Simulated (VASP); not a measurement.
Set up this calculation in VASP 6.6.1, as the native input.

| Item | Value |
| --- | --- |
| Task | single point |
| Functional | PBE |
| Potentials or basis | VASP PAW PBE potentials, release 64 (Tl_d, In_d, F) |
| Cutoff | 520 eV |
| k mesh | 4 × 4 × 4 |
| Occupations | fermi-dirac, width 0.01 eV |
| Spin | no spin polarisation |
| Dipole correction | no |
| Further INCAR settings | ALGO = Normal; EDIFF = 1e-06; NBANDS = 50 |

The structure of TlInF2 lies in POSCAR:

```
TlInF2
1.0
   -3.6337430000      3.6337430000      3.0720400000
    3.6337430000     -3.6337430000      3.0720400000
    3.6337430000      3.6337430000     -3.0720400000
Tl In F
2 2 4
Direct
    0.2500000000      0.2500000000      0.0000000000
    0.7500000000      0.7500000000      0.0000000000
    0.7500000000      0.2500000000      0.5000000000
    0.2500000000      0.7500000000      0.5000000000
    0.6813000000      0.1813000000      0.8626000000
    0.1813000000      0.3187000000      0.5000000000
    0.3187000000      0.8187000000      0.1374000000
    0.8187000000      0.6813000000      0.5000000000
```

The input as run:

INCAR

```
PREC = Accurate
ENCUT = 520
EDIFF = 1E-6
ISMEAR = -1
SIGMA = 0.01
LREAL = False
LASPH = True
NELM = 100
ALGO = Normal
ISIF = 2
LWAVE = False
LCHARG = False
GGA = PE
NBANDS = 50
```

KPOINTS

```
Automatic mesh
0
Gamma
  4 4 4
```

Potentials or basis: VASP PAW PBE potentials, release 64 (Tl_d, In_d, F).

Run with:

```console
$ cat potpaw_PBE.64/Tl_d/POTCAR potpaw_PBE.64/In_d/POTCAR potpaw_PBE.64/F/POTCAR > POTCAR
$ mpirun -np 1 vasp_std > vasp.out
```

It gave:

The pressure is 3.1 GPa and the largest force is 0.502 eV/Å. The band gap on the k mesh is zero (band 40 reaches 4.66 eV, above the bottom of band 41 at 4.57 eV).

Caveat: spin-orbit coupling is left out, which moves the levels of the heavy elements.

Wall time 2.1 min on 1 thread of Intel(R) Xeon(R) Platinum 8488C (Sapphire Rapids), with other jobs on the host, peak memory 0.36 GiB.
